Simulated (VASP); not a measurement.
# InSb (F-43m) in VASP: further runs

The runs below take InSb through electric field gradients, with PBE.

Everything below comes from runs of VASP 6.6.1. Logs are shortened: lines on timing, memory, paths and dates and some standing lists are left out, and cuts for length are marked.

**1. The cell of the first run**

The structure is cubic, space group F-43m (No. 216). Conventional cell: a = 6.391 Å, b = 6.391 Å, c = 6.391 Å, α = 90.00°, β = 90.00°, γ = 90.00°. Within 3.6 Å of In (site symmetry -43m) lie 4 Sb at 2.77 Å. Within 3.6 Å of Sb (site symmetry -43m) lie 4 In at 2.77 Å.

**2. Electric field gradients, PBE (volume scaled by 0.96)**

The input, INCAR:

```
SYSTEM = InSb
  PREC = Accurate
  ENCUT = 520
  EDIFF = 1E-8
  ISMEAR = -1
  SIGMA = 0.05
  LREAL = .FALSE.
  LASPH = .TRUE.
  NELM = 100
  ALGO = Normal
  ISIF = 2
  LWAVE = .FALSE.
  LCHARG = .FALSE.
  GGA = PE
  LEFG = .TRUE.
  NBANDS = 16
```

The input, KPOINTS:

```
Automatic mesh
0
G
  9 9 9
  0 0 0
```

The input, POSCAR:

```
InSb
1.0
    0.0000000000      3.1953230120      3.1953230120
    3.1953230120      0.0000000000      3.1953230120
    3.1953230120      3.1953230120      0.0000000000
In Sb
1 1
Direct
    0.0000000000      0.0000000000      0.0000000000
    0.7500000000      0.7500000000      0.7500000000
```

Potentials or basis: VASP PAW PBE potentials, release 64 (In_d, Sb).

Run with:

```console
cat potpaw_PBE.64/In_d/POTCAR potpaw_PBE.64/Sb/POTCAR > POTCAR
mpirun -np 1 vasp_std > vasp.out
```

OUTCAR:

```text
SYSTEM = InSb
   PREC = Accurate
   ENCUT = 520
   EDIFF = 1E-8
   ISMEAR = -1
   LREAL = .FALSE.
   LASPH = .TRUE.
   NELM = 100
   ISIF = 2
   GGA = PE

 ion  position               nearest neighbor table
   1  0.000  0.000  0.000-   2 2.77   2 2.77   2 2.77   2 2.77
   2  0.750  0.750  0.750-   1 2.77   1 2.77   1 2.77   1 2.77

  LATTYP: Found a face centered cubic cell.
 ALAT       =     6.3906460240

  Lattice vectors:

 A1 = (   0.0000000000,   3.1953230120,   3.1953230120)
 A2 = (   3.1953230120,   0.0000000000,   3.1953230120)
 A3 = (   3.1953230120,   3.1953230120,   0.0000000000)

Analysis of symmetry for initial positions (statically):
=====================================================================
 Subroutine PRICEL returns:
 Original cell was already a primitive cell.

 Routine SETGRP: Setting up the symmetry group for a
 face centered cubic supercell.

 Subroutine GETGRP returns: Found 24 space group operations
 (whereof 24 operations were pure point group operations)
 out of a pool of 48 trial point group operations.

The static configuration has the point symmetry T_d .

Analysis of symmetry for dynamics (positions and initial velocities):
=====================================================================
 Subroutine PRICEL returns:
 Original cell was already a primitive cell.

 Routine SETGRP: Setting up the symmetry group for a
 face centered cubic supercell.

 Subroutine GETGRP returns: Found 24 space group operations
 (whereof 24 operations were pure point group operations)
 out of a pool of 48 trial point group operations.

The dynamic configuration has the point symmetry T_d .

 Subroutine INISYM returns: Found 24 space group operations
 (whereof 24 operations are pure point group operations),
 and found     1 'primitive' translations

----------------------------------------------------------------------------------------

                                     Primitive cell

  volume of cell :      65.2491

  direct lattice vectors                    reciprocal lattice vectors
     0.000000000  3.195323012  3.195323012    -0.156478703  0.156478703  0.156478703
     3.195323012  0.000000000  3.195323012     0.156478703 -0.156478703  0.156478703
     3.195323012  3.195323012  0.000000000     0.156478703  0.156478703 -0.156478703

  length of vectors
     4.518869140  4.518869140  4.518869140     0.271029064  0.271029064  0.271029064

  position of ions in fractional coordinates (direct lattice)
     0.000000000  0.000000000  0.000000000
     0.750000000  0.750000000  0.750000000

  ion indices of the primitive-cell ions
   primitive index   ion index
                 1           1
                 2           2

----------------------------------------------------------------------------------------

 KPOINTS: Automatic mesh

Automatic generation of k-mesh.
 Grid dimensions read from file:
 generate k-points for:    9    9    9

 Generating k-lattice:

  Cartesian coordinates                     Fractional coordinates (reciprocal lattice)
    -0.017386523  0.017386523  0.017386523     0.111111111  0.000000000  0.000000000
     0.017386523 -0.017386523  0.017386523     0.000000000  0.111111111  0.000000000
     0.017386523  0.017386523 -0.017386523     0.000000000  0.000000000  0.111111111

  Length of vectors
     0.030114340  0.030114340  0.030114340

  Shift w.r.t. Gamma in fractional coordinates (k-lattice)
     0.000000000  0.000000000  0.000000000

 Subroutine IBZKPT returns following result:
 ===========================================

 Found     35 irreducible k-points:

 Following reciprocal coordinates:
            Coordinates               Weight
  0.000000  0.000000  0.000000      1.000000
  0.111111  0.000000  0.000000      8.000000
  0.222222  0.000000  0.000000      8.000000
  0.333333  0.000000  0.000000      8.000000
  0.444444  0.000000  0.000000      8.000000
  0.111111  0.111111  0.000000      6.000000
[... 16 lines left out ...]
 -0.333333  0.333333  0.000000     12.000000
  0.444444  0.444444  0.000000      6.000000
 [... further k-points ...]
   k-points           NKPTS =     35   k-points in BZ     NKDIM =     35   number of bands    NBANDS=     16
   number of dos      NEDOS =    301   number of ions     NIONS =      2
   total plane-waves  NPLWV =  46656
   dimension x,y,z NGX =    36 NGY =   36 NGZ =   36
   dimension x,y,z NGXF=    72 NGYF=   72 NGZF=   72
   ions per type =               1   1
   NGX,Y,Z   is equivalent  to a cutoff of  13.24, 13.24, 13.24 a.u.
   NGXF,Y,Z  is equivalent  to a cutoff of  26.49, 26.49, 26.49 a.u.
 SYSTEM =  InSb
   PREC   = accura    normal or accurate (medium, high low for compatibility)
   ISTART =      0    job   : 0-new  1-cont  2-samecut
   ICHARG =      2    charge: 1-file 2-atom 10-const
   ISPIN  =      1    spin polarized calculation?
   LNONCOLLINEAR =      F non collinear calculations
   LSORBIT =      F    spin-orbit coupling
   LASPH  =      T    aspherical Exc in radial PAW
   ENCUT  =  520.0 eV  38.22 Ry    6.18 a.u.   8.40  8.40  8.40*2*pi/ulx,y,z
   NELM   =    100;   NELMIN=  2; NELMDL= -5     # of ELM steps
   EDIFF  = 0.1E-07   stopping-criterion for ELM
   LREAL  =      F    real-space projection
   EDIFFG = 0.1E-06   stopping-criterion for IOM
   NSW    =      0    number of steps for IOM
   IBRION =     -1    ionic relax: 0-MD 1-quasi-New 2-CG
   NFREE  =      0    steps in history (QN), initial steepest desc. (CG)
   ISIF   =      2    stress and relaxation
   ISYM   =      2    0-nonsym 1-usesym 2-fastsym
   POTIM  = 0.5000    time-step for ionic-motion
   TEBEG  =    0.0;   TEEND  =   0.0 temperature during run
   PSTRESS=    0.0 pullay stress
   NELECT =      18.0000    total number of electrons
   NUPDOWN=      -1.0000    fix difference up-down
   EMIN   =  10.00;   EMAX   =-10.00  energy-range for DOS
   EFERMI =   0.00;   METHOD = LEGACY
   ISMEAR =    -1;   SIGMA  =   0.05  broadening in eV -4-tet -1-fermi 0-gaus
   EFERMI_NEDOS =   21; number of points for ismear=-14 and -15
   IALGO  =     38    algorithm
   IMIX   =      4    mixing-type and parameters
     AMIX     =   0.40;   BMIX     =  1.00
     AMIX_MAG =   1.60;   BMIX_MAG =  1.00
  volume/ion in A,a.u.               =      32.62       220.16
  Fermi-wavevector in a.u.,A,eV,Ry     =   1.065715  2.013909 15.452783  1.135748
  Thomas-Fermi vector in A             =   2.201275
   LORBIT       =      0    0 simple, 1 ext, 2 COOP (PROOUT), +10 PAW based schemes
   GGA     = PE    functional components
   LHFCALC =     F    Hartree Fock is set to
   AEXX    =    0.0000 exact exchange contribution
   IVDW    =     0    specifies the selected vdW correction
   LEPSILON=     F    determine dielectric tensor
   LRPA    =     F    only Hartree local field effects (RPA)
 non-spin polarized calculation
  energy-cutoff  :      520.00
  volume of cell :       65.25
 maximum number of plane-waves:      1807
 NGX is ok and might be reduce to    36
   NGX = 17   NGY = 17   NGZ = 17

 number of electron      18.0000005 magnetization

 Free energy of the ion-electron system (eV)
  ---------------------------------------------------
  ext. energy  EPLUGINS =         0.00000000
  ---------------------------------------------------
  free energy    TOTEN  =        -6.83253336 eV

  energy without entropy =       -6.83214848  energy(sigma->0) =       -6.83234092

 E-fermi :   5.6327     XC(G=0):  -8.8634

 val. band max:        5.6045425451   @ k =   0.0000   0.0000   0.0000
 cond. band min:       6.1839969811   @ k =   0.4444   0.0000   0.0000
 fundamental gap:      0.5794544360
 Fermi energy:         5.6327049092

 k-point     1 :       0.0000    0.0000    0.0000
  band No.  band energies     occupation
      1      -9.1492      2.00000
      2      -9.1492      2.00000
      3      -9.1492      2.00000
      4      -9.0518      2.00000
      5      -9.0518      2.00000
      6      -5.4351      2.00000
[... 8 lines left out ...]
     15      13.9164      0.00000
     16      13.9164      0.00000

 k-point     2 :       0.1111    0.0000    0.0000
  band No.  band energies     occupation
      1      -9.1560      2.00000
      2      -9.1462      2.00000
      3      -9.1462      2.00000
      4      -9.0520      2.00000
      5      -9.0520      2.00000
      6      -5.3158      2.00000
[... 8 lines left out ...]
     15      13.1576      0.00000
     16      13.1576      0.00000
[... 387 lines left out ...]
      5      -9.0500      2.00000
      6      -3.4763      2.00000
[... 8 lines left out ...]
     15      13.3991      0.00000
     16      16.7165      0.00000

 k-point    24 :       0.4444    0.4444    0.0000
  band No.  band energies     occupation
      1      -9.2402      2.00000
      2      -9.0993      2.00000
      3      -9.0993      2.00000
      4      -9.0745      2.00000
      5      -9.0418      2.00000
      6      -3.4298      2.00000
[... 8 lines left out ...]
     15      15.6917      0.00000
     16      16.6467      0.00000

 [... further k-points ...]
[... 5 lines left out ...]
  --------------------------------------------------------------------------------------
  -------------------------------------------------------------------------------------
  Total        2.2051531      2.2051531      2.2051531     -0.0000000     -0.0000000      0.0000000
  in kB       54.1470780     54.1470780     54.1470780     -0.0000000     -0.0000000      0.0000000
  external PRESSURE =      54.1470780 kB  Pullay stress =       0.0000000 kB

 VOLUME and BASIS-vectors are now :
 -----------------------------------------------------------------------------
  energy-cutoff  :      520.00
  volume of cell :       65.25
      direct lattice vectors                 reciprocal lattice vectors
     0.000000000  3.195323012  3.195323012    -0.156478703  0.156478703  0.156478703
     3.195323012  0.000000000  3.195323012     0.156478703 -0.156478703  0.156478703
     3.195323012  3.195323012  0.000000000     0.156478703  0.156478703 -0.156478703

 POSITION                                       TOTAL-FORCE (eV/Angst)
 -----------------------------------------------------------------------------------
      0.00000      0.00000      0.00000        -0.000000     -0.000000      0.000000
      4.79298      4.79298      4.79298         0.000000      0.000000     -0.000000
 -----------------------------------------------------------------------------------
    total drift:                                0.000000      0.000000      0.000000

  FREE ENERGIE OF THE ION-ELECTRON SYSTEM (eV)
  ---------------------------------------------------
  free  energy   TOTEN  =        -6.8325333619 eV

  energy  without entropy=       -6.8321484806  energy(sigma->0) =       -6.83234092

 Electric field gradients (V/A^2)
---------------------------------------------------------------------
 ion       V_xx      V_yy      V_zz      V_xy      V_xz      V_yz
---------------------------------------------------------------------
   1      -0.000    -0.000    -0.000    -0.000    -0.000    -0.000
   2       0.000    -0.000    -0.000    -0.000    -0.000    -0.000
---------------------------------------------------------------------

 Electric field gradients after diagonalization (V/A^2)
 (convention: |V_zz| > |V_xx| > |V_yy|)
----------------------------------------------------------------------
 ion       V_xx      V_yy      V_zz     asymmetry (V_yy - V_xx)/ V_zz
----------------------------------------------------------------------
   1       0.000     0.000    -0.001       0.000
   2       0.000     0.000    -0.000       0.000
----------------------------------------------------------------------

           NMR quadrupolar parameters

 Cq : quadrupolar parameter    Cq=e*Q*V_zz/h
 eta: asymmetry parameters     (V_yy - V_xx)/ V_zz
 Q  : nuclear electric quadrupole moment in mb (millibarn)
----------------------------------------------------------------------
 ion       Cq(MHz)       eta       Q (mb)
----------------------------------------------------------------------
   1      -0.000       0.000       1.000
   2      -0.000       0.000       1.000
----------------------------------------------------------------------
```

Wall time 20 s (1 thread of Intel Xeon 6975P-C (Granite Rapids), shared host); peak memory 0.22 GiB.

What came out:

| Item | Value |
| --- | --- |
| Free energy | -6.8325 eV |
| Pressure | 5.4 GPa |

Caveat: without QUAD_EFG the Cq values of the log hold for a quadrupole moment of 1 mb, not for the nuclei; spin-orbit coupling is left out, which moves the levels of the heavy elements.

**3. Electric field gradients, PBE (volume scaled by 0.98)**

The input, INCAR:

```
SYSTEM = InSb
PREC = Accurate
ENCUT = 520
EDIFF = 1E-8
ISMEAR = -1
SIGMA = 0.05
LREAL = .FALSE.
LASPH = .TRUE.
NELM = 60
ALGO = Normal
ISIF = 2
LWAVE = .FALSE.
LCHARG = .FALSE.
GGA = PE
LEFG = .TRUE.
NBANDS = 16
```

KPOINTS is that of step 2.

The input, POSCAR:

```
InSb
1.0
    0.0000000000      3.2173604188      3.2173604188
    3.2173604188      0.0000000000      3.2173604188
    3.2173604188      3.2173604188      0.0000000000
In Sb
1 1
Direct
    0.0000000000      0.0000000000      0.0000000000
    0.7500000000      0.7500000000      0.7500000000
```

Potentials or basis: VASP PAW PBE potentials, release 64 (In_d, Sb).

Run with:

```console
cat potpaw_PBE.64/In_d/POTCAR potpaw_PBE.64/Sb/POTCAR > POTCAR
mpirun -np 1 vasp_std > vasp.out
```

OUTCAR:

```text
SYSTEM = InSb
   PREC = Accurate
   ENCUT = 520
   EDIFF = 1E-8
   ISMEAR = -1
   LREAL = .FALSE.
   LASPH = .TRUE.
   NELM = 60
   ISIF = 2
   GGA = PE

 ion  position               nearest neighbor table
   1  0.000  0.000  0.000-   2 2.79   2 2.79   2 2.79   2 2.79
   2  0.750  0.750  0.750-   1 2.79   1 2.79   1 2.79   1 2.79

  LATTYP: Found a face centered cubic cell.
 ALAT       =     6.4347208376

  Lattice vectors:

 A1 = (   0.0000000000,   3.2173604188,   3.2173604188)
 A2 = (   3.2173604188,   0.0000000000,   3.2173604188)
 A3 = (   3.2173604188,   3.2173604188,   0.0000000000)

Analysis of symmetry for initial positions (statically):
=====================================================================
 Subroutine PRICEL returns:
 Original cell was already a primitive cell.

 Routine SETGRP: Setting up the symmetry group for a
 face centered cubic supercell.

 Subroutine GETGRP returns: Found 24 space group operations
[... 643 lines left out ...]
  volume of cell :       66.61
      direct lattice vectors                 reciprocal lattice vectors
     0.000000000  3.217360419  3.217360419    -0.155406897  0.155406897  0.155406897
     3.217360419  0.000000000  3.217360419     0.155406897 -0.155406897  0.155406897
     3.217360419  3.217360419  0.000000000     0.155406897  0.155406897 -0.155406897

 POSITION                                       TOTAL-FORCE (eV/Angst)
 -----------------------------------------------------------------------------------
      0.00000      0.00000      0.00000         0.000000      0.000000      0.000000
      4.82604      4.82604      4.82604        -0.000000     -0.000000     -0.000000
 -----------------------------------------------------------------------------------
    total drift:                                0.000000      0.000000      0.000000

  FREE ENERGIE OF THE ION-ELECTRON SYSTEM (eV)
  ---------------------------------------------------
  free  energy   TOTEN  =        -6.8734957521 eV

  energy  without entropy=       -6.8730657085  energy(sigma->0) =       -6.87328073

 Electric field gradients (V/A^2)
---------------------------------------------------------------------
 ion       V_xx      V_yy      V_zz      V_xy      V_xz      V_yz
---------------------------------------------------------------------
   1       0.000    -0.000     0.000     0.001     0.001     0.001
   2      -0.000    -0.000    -0.000    -0.000    -0.000    -0.000
---------------------------------------------------------------------

 Electric field gradients after diagonalization (V/A^2)
 (convention: |V_zz| > |V_xx| > |V_yy|)
----------------------------------------------------------------------
 ion       V_xx      V_yy      V_zz     asymmetry (V_yy - V_xx)/ V_zz
----------------------------------------------------------------------
   1      -0.001    -0.001     0.001       0.000
   2       0.000     0.000    -0.000       0.000
----------------------------------------------------------------------

           NMR quadrupolar parameters

 Cq : quadrupolar parameter    Cq=e*Q*V_zz/h
 eta: asymmetry parameters     (V_yy - V_xx)/ V_zz
 Q  : nuclear electric quadrupole moment in mb (millibarn)
----------------------------------------------------------------------
 ion       Cq(MHz)       eta       Q (mb)
----------------------------------------------------------------------
   1       0.000       0.000       1.000
   2      -0.000       0.000       1.000
----------------------------------------------------------------------
```

Wall time 20 s (1 thread of Intel Xeon 6975P-C (Granite Rapids), shared host); peak memory 0.22 GiB.

Results:

```
Free energy            : -6.8735 eV
Pressure               : 4.2 GPa
Band gap on the k mesh : zero (filled and empty bands touch)
```

Caveat: without QUAD_EFG the Cq values of the log hold for a quadrupole moment of 1 mb, not for the nuclei; spin-orbit coupling is left out, which moves the levels of the heavy elements.

(Part 1 of 2 ends here.)
